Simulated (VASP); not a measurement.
# Li2O (Fm-3m) in VASP: notebook

Li2O is run at these levels: revPBE; tasks: single point.

All numbers are computed with VASP 6.6.1; they aren't measurements. Logs are shortened: lines on timing, memory, paths and dates and some standing lists are left out, and cuts for length are marked.

### 1 The cell of the first run

Symmetry: Fm-3m, No. 225, cubic system. The conventional cell has a = 4.654 Å, b = 4.654 Å, c = 4.654 Å, α = 90.00°, β = 90.00°, γ = 90.00°. Within 2.7 Å of Li (site symmetry -43m) lie 4 O at 2.02 Å and 6 Li at 2.33 Å. O (site symmetry m-3m) has 8 Li at 2.02 Å within 2.7 Å.

### 2 Single point, revPBE (8.40 Å³/atom)

INCAR

```
SYSTEM = Li2O
PREC = Accurate
ENCUT = 750
EDIFF = 1E-6
ISMEAR = 0
SIGMA = 0.05
LREAL = .False.
LASPH = .True.
NELM = 120
ALGO = Normal
ISIF = 2
LWAVE = .False.
LCHARG = .False.
GGA = RE
NBANDS = 13
GGA_COMPAT = .False.
```

KPOINTS

```
regular mesh
0
Gamma
  8 8 8
  0 0 0
```

POSCAR

```
Li2O
1.0
    0.0000000000      2.3267925815      2.3267925815
    2.3267925815      0.0000000000      2.3267925815
    2.3267925815      2.3267925815      0.0000000000
Li O
2 1
Direct
    0.2500000000      0.2500000000      0.2500000000
    0.7500000000      0.7500000000      0.7500000000
    0.0000000000      0.0000000000      0.0000000000
```

Potentials or basis: VASP PAW PBE potentials, release 64 (Li_sv, O).

On the command line:

```console
$ cat potpaw_PBE.64/Li_sv/POTCAR potpaw_PBE.64/O/POTCAR > POTCAR
$ mpirun -np 1 vasp_std > vasp.out
```

OUTCAR:

```text
SYSTEM = Li2O
   PREC = Accurate
   ENCUT = 750
   EDIFF = 1E-6
   ISMEAR = 0
   LREAL = .False.
   LASPH = .True.
   NELM = 120
   ISIF = 2
   GGA = RE

 ion  position               nearest neighbor table
   1  0.250  0.250  0.250-   3 2.02   3 2.02   3 2.02   3 2.02   2 2.33   2 2.33   2 2.33   2 2.33
                             2 2.33   2 2.33
   2  0.750  0.750  0.750-   3 2.02   3 2.02   3 2.02   3 2.02   1 2.33   1 2.33   1 2.33   1 2.33
                             1 2.33   1 2.33
   3  0.000  0.000  0.000-   1 2.02   2 2.02   2 2.02   2 2.02   2 2.02   1 2.02   1 2.02   1 2.02

  LATTYP: Found a face centered cubic cell.
 ALAT       =     4.6535851630

  Lattice vectors:

 A1 = (   0.0000000000,   2.3267925815,   2.3267925815)
 A2 = (   2.3267925815,   0.0000000000,   2.3267925815)
 A3 = (   2.3267925815,   2.3267925815,   0.0000000000)

Analysis of symmetry for initial positions (statically):
=====================================================================
 Subroutine PRICEL returns:
 Original cell was already a primitive cell.

 Routine SETGRP: Setting up the symmetry group for a
 face centered cubic supercell.

 Subroutine GETGRP returns: Found 48 space group operations
 (whereof 48 operations were pure point group operations)
 out of a pool of 48 trial point group operations.

The static configuration has the point symmetry O_h .

Analysis of symmetry for dynamics (positions and initial velocities):
=====================================================================
 Subroutine PRICEL returns:
 Original cell was already a primitive cell.

 Routine SETGRP: Setting up the symmetry group for a
 face centered cubic supercell.

 Subroutine GETGRP returns: Found 48 space group operations
 (whereof 48 operations were pure point group operations)
 out of a pool of 48 trial point group operations.

The dynamic configuration has the point symmetry O_h .

 Subroutine INISYM returns: Found 48 space group operations
 (whereof 48 operations are pure point group operations),
 and found     1 'primitive' translations

----------------------------------------------------------------------------------------

                                     Primitive cell

  volume of cell :      25.1943

  direct lattice vectors                    reciprocal lattice vectors
     0.000000000  2.326792581  2.326792581    -0.214888084  0.214888084  0.214888084
     2.326792581  0.000000000  2.326792581     0.214888084 -0.214888084  0.214888084
     2.326792581  2.326792581  0.000000000     0.214888084  0.214888084 -0.214888084

  length of vectors
     3.290581626  3.290581626  3.290581626     0.372197080  0.372197080  0.372197080

  position of ions in fractional coordinates (direct lattice)
     0.250000000  0.250000000  0.250000000
     0.750000000  0.750000000  0.750000000
     0.000000000  0.000000000  0.000000000

  ion indices of the primitive-cell ions
   primitive index   ion index
                 1           1
                 2           2
                 3           3

----------------------------------------------------------------------------------------

 KPOINTS: regular mesh

Automatic generation of k-mesh.
 Grid dimensions read from file:
 generate k-points for:    8    8    8

 Generating k-lattice:

  Cartesian coordinates                     Fractional coordinates (reciprocal lattice)
    -0.026861011  0.026861011  0.026861011     0.125000000  0.000000000  0.000000000
     0.026861011 -0.026861011  0.026861011     0.000000000  0.125000000  0.000000000
     0.026861011  0.026861011 -0.026861011     0.000000000  0.000000000  0.125000000

  Length of vectors
     0.046524635  0.046524635  0.046524635

  Shift w.r.t. Gamma in fractional coordinates (k-lattice)
     0.000000000  0.000000000  0.000000000

 Subroutine IBZKPT returns following result:
 ===========================================

 Found     29 irreducible k-points:

 Following reciprocal coordinates:
            Coordinates               Weight
  0.000000  0.000000  0.000000      1.000000
  0.125000  0.000000  0.000000      8.000000
  0.250000  0.000000  0.000000      8.000000
  0.375000  0.000000  0.000000      8.000000
  0.500000  0.000000  0.000000      4.000000
  0.125000  0.125000  0.000000      6.000000
[... 16 lines left out ...]
  0.500000  0.250000  0.125000     48.000000
 -0.375000  0.250000  0.125000     24.000000
 [... further k-points ...]
   k-points           NKPTS =     29   k-points in BZ     NKDIM =     29   number of bands    NBANDS=     13
   number of dos      NEDOS =    301   number of ions     NIONS =      3
   total plane-waves  NPLWV =  27000
   dimension x,y,z NGX =    30 NGY =   30 NGZ =   30
   dimension x,y,z NGXF=    60 NGYF=   60 NGZF=   60
   ions per type =               2   1
   NGX,Y,Z   is equivalent  to a cutoff of  15.16, 15.16, 15.16 a.u.
   NGXF,Y,Z  is equivalent  to a cutoff of  30.31, 30.31, 30.31 a.u.
 SYSTEM =  Li2O
   PREC   = accura    normal or accurate (medium, high low for compatibility)
   ISTART =      0    job   : 0-new  1-cont  2-samecut
   ICHARG =      2    charge: 1-file 2-atom 10-const
   ISPIN  =      1    spin polarized calculation?
   LNONCOLLINEAR =      F non collinear calculations
   LSORBIT =      F    spin-orbit coupling
   LASPH  =      T    aspherical Exc in radial PAW
   ENCUT  =  750.0 eV  55.12 Ry    7.42 a.u.   7.35  7.35  7.35*2*pi/ulx,y,z
   NELM   =    120;   NELMIN=  2; NELMDL= -5     # of ELM steps
   EDIFF  = 0.1E-05   stopping-criterion for ELM
   LREAL  =      F    real-space projection
   EDIFFG = 0.1E-04   stopping-criterion for IOM
   NSW    =      0    number of steps for IOM
   IBRION =     -1    ionic relax: 0-MD 1-quasi-New 2-CG
   NFREE  =      0    steps in history (QN), initial steepest desc. (CG)
   ISIF   =      2    stress and relaxation
   ISYM   =      2    0-nonsym 1-usesym 2-fastsym
   POTIM  = 0.5000    time-step for ionic-motion
   TEBEG  =    0.0;   TEEND  =   0.0 temperature during run
   PSTRESS=    0.0 pullay stress
   NELECT =      12.0000    total number of electrons
   NUPDOWN=      -1.0000    fix difference up-down
   EMIN   =  10.00;   EMAX   =-10.00  energy-range for DOS
   EFERMI =   0.00;   METHOD = LEGACY
   ISMEAR =     0;   SIGMA  =   0.05  broadening in eV -4-tet -1-fermi 0-gaus
   EFERMI_NEDOS =   21; number of points for ismear=-14 and -15
   IALGO  =     38    algorithm
   IMIX   =      4    mixing-type and parameters
     AMIX     =   0.40;   BMIX     =  1.00
     AMIX_MAG =   1.60;   BMIX_MAG =  1.00
  volume/ion in A,a.u.               =       8.40        56.67
  Fermi-wavevector in a.u.,A,eV,Ry     =   1.278501  2.416016 22.239588  1.634564
  Thomas-Fermi vector in A             =   2.411040
   LORBIT       =      0    0 simple, 1 ext, 2 COOP (PROOUT), +10 PAW based schemes
   GGA     = RE    functional components
   LHFCALC =     F    Hartree Fock is set to
   AEXX    =    0.0000 exact exchange contribution
   IVDW    =     0    specifies the selected vdW correction
   LEPSILON=     F    determine dielectric tensor
   LRPA    =     F    only Hartree local field effects (RPA)
 non-spin polarized calculation
 Gauss-broadening in eV      SIGMA  =   0.05
  energy-cutoff  :      750.00
  volume of cell :       25.19
 maximum number of plane-waves:      1211
 NGX is ok and might be reduce to    30
   NGX = 15   NGY = 15   NGZ = 15

 number of electron      11.9999997 magnetization

 Free energy of the ion-electron system (eV)
  ---------------------------------------------------
  ext. energy  EPLUGINS =         0.00000000
  ---------------------------------------------------
  free energy    TOTEN  =       -13.68319935 eV

  energy without entropy =      -13.68319935  energy(sigma->0) =      -13.68319935

 E-fermi :   1.6427     XC(G=0):  -9.4333

 val. band max:        1.3617106437   @ k =   0.0000   0.0000   0.0000
 cond. band min:       6.4029662278   @ k =   0.5000   0.5000   0.0000
 fundamental gap:      5.0412555841
 Fermi energy:         1.6427045173

 k-point     1 :       0.0000    0.0000    0.0000
  band No.  band energies     occupation
      1     -41.8694      2.00000
      2     -41.5720      2.00000
      3     -14.1262      2.00000
      4       1.3617      2.00000
      5       1.3617      2.00000
      6       1.3617      2.00000
      7       6.5366      0.00000
      8      13.3654      0.00000
      9      13.3654      0.00000
     10      13.3654      0.00000
     11      20.3008      0.00000
     12      20.3008      0.00000
     13      20.3008      0.00000

 k-point     2 :       0.1250    0.0000    0.0000
  band No.  band energies     occupation
      1     -41.8563      2.00000
      2     -41.5817      2.00000
      3     -14.0961      2.00000
      4       0.8638      2.00000
      5       1.2931      2.00000
      6       1.2931      2.00000
      7       6.9584      0.00000
      8      13.3572      0.00000
      9      13.5735      0.00000
     10      13.5735      0.00000
     11      18.9556      0.00000
     12      18.9556      0.00000
     13      20.7748      0.00000

 k-point     3 :       0.2500    0.0000    0.0000
  band No.  band energies     occupation
      1     -41.8199      2.00000
      2     -41.6101      2.00000
      3     -14.0196      2.00000
      4      -0.1493      2.00000
      5       1.1370      2.00000
      6       1.1370      2.00000
      7       7.9656      0.00000
      8      13.0713      0.00000
      9      13.8163      0.00000
     10      13.8163      0.00000
     11      18.1193      0.00000
     12      18.1193      0.00000
     13      21.9679      0.00000

 k-point     4 :       0.3750    0.0000    0.0000
  band No.  band energies     occupation
      1     -41.7677      2.00000
      2     -41.6543      2.00000
      3     -13.9376      2.00000
      4      -1.0062      2.00000
      5       0.9925      2.00000
      6       0.9925      2.00000
      7       9.2828      0.00000
      8      12.1910      0.00000
      9      13.6249      0.00000
     10      13.6249      0.00000
     11      18.6286      0.00000
     12      18.6286      0.00000
     13      23.2891      0.00000

 k-point     5 :       0.5000    0.0000    0.0000
  band No.  band energies     occupation
      1     -41.7098      2.00000
      2     -41.7088      2.00000
      3     -13.9020      2.00000
      4      -1.3317      2.00000
      5       0.9357      2.00000
      6       0.9357      2.00000
      7      10.5135      0.00000
      8      11.0753      0.00000
      9      13.4598      0.00000
     10      13.4598      0.00000
     11      19.1592      0.00000
     12      19.1592      0.00000
     13      23.9152      0.00000
[... 257 lines left out ...]
 k-point    22 :       0.3750    0.2500    0.1250
  band No.  band energies     occupation
      1     -41.7961      2.00000
      2     -41.6277      2.00000
      3     -13.9653      2.00000
      4      -0.2492      2.00000
      5       0.5409      2.00000
      6       0.9532      2.00000
      7       8.0838      0.00000
      8      12.8515      0.00000
      9      14.1153      0.00000
     10      15.3898      0.00000
     11      15.4095      0.00000
     12      21.2055      0.00000
     13      23.4390      0.00000

 k-point    23 :       0.5000    0.2500    0.1250
  band No.  band energies     occupation
      1     -41.7540      2.00000
      2     -41.6631      2.00000
      3     -13.9003      2.00000
      4      -0.7862      2.00000
      5       0.3682      2.00000
      6       0.7446      2.00000
      7       8.8126      0.00000
      8      12.0449      0.00000
      9      14.4023      0.00000
     10      14.8457      0.00000
     11      17.1188      0.00000
     12      20.5700      0.00000
     13      23.6397      0.00000

 k-point    24 :      -0.3750    0.2500    0.1250
  band No.  band energies     occupation
      1     -41.7074      2.00000
      2     -41.7070      2.00000
      3     -13.8722      2.00000
      4      -1.0211      2.00000
      5       0.3879      2.00000
      6       0.5887      2.00000
      7       9.3051      0.00000
      8      11.5548      0.00000
      9      14.3949      0.00000
     10      14.7023      0.00000
     11      18.8248      0.00000
     12      19.2247      0.00000
     13      24.1761      0.00000

 [... further k-points ...]
[... 5 lines left out ...]
  --------------------------------------------------------------------------------------
  -------------------------------------------------------------------------------------
  Total        0.1864079      0.1864079      0.1864079     -0.0000000     -0.0000000     -0.0000000
  in kB       11.8541909     11.8541909     11.8541909     -0.0000000     -0.0000000     -0.0000000
  external PRESSURE =      11.8541909 kB  Pullay stress =       0.0000000 kB

 VOLUME and BASIS-vectors are now :
 -----------------------------------------------------------------------------
  energy-cutoff  :      750.00
  volume of cell :       25.19
      direct lattice vectors                 reciprocal lattice vectors
     0.000000000  2.326792581  2.326792581    -0.214888084  0.214888084  0.214888084
     2.326792581  0.000000000  2.326792581     0.214888084 -0.214888084  0.214888084
     2.326792581  2.326792581  0.000000000     0.214888084  0.214888084 -0.214888084

 POSITION                                       TOTAL-FORCE (eV/Angst)
 -----------------------------------------------------------------------------------
      1.16340      1.16340      1.16340        -0.000000     -0.000000     -0.000000
      3.49019      3.49019      3.49019         0.000000      0.000000      0.000000
      0.00000      0.00000      0.00000         0.000000      0.000000      0.000000
 -----------------------------------------------------------------------------------
    total drift:                                0.000000     -0.000000      0.000000

  FREE ENERGIE OF THE ION-ELECTRON SYSTEM (eV)
  ---------------------------------------------------
  free  energy   TOTEN  =       -13.6831993519 eV

  energy  without entropy=      -13.6831993519  energy(sigma->0) =      -13.68319935
```

It took 28 s on 1 thread of Intel Xeon 8259CL, shared host; peak memory 0.16 GiB.

What came out:

* Free energy: -13.6832 eV
* Pressure: 1.2 GPa
* Band gap on the k mesh: 5.04 eV (least direct gap 5.17 eV)

Levels at points of the mesh, in eV from the valence-band top:
```tsv
k point	band 2	band 3	band 4	band 5	band 6	band 7	band 8	band 9	band 10	band 11
(0.00, 0.00, 0.00)	-42.93	-15.49	0.00	0.00	0.00	5.17	12.00	12.00	12.00	18.94
(0.50, 0.00, 0.00)	-43.07	-15.26	-2.69	-0.43	-0.43	9.15	9.71	12.10	12.10	17.80
(0.50, 0.50, 0.00)	-43.02	-15.21	-1.58	-1.32	-1.32	5.04	13.50	13.50	14.55	15.61
```

Caveat: the PAW data sets were made with another functional, which shifts forces and pressure a little. A hybrid or GW would open this gap; revPBE tends to underestimate it.

[end of part 1 of 2]
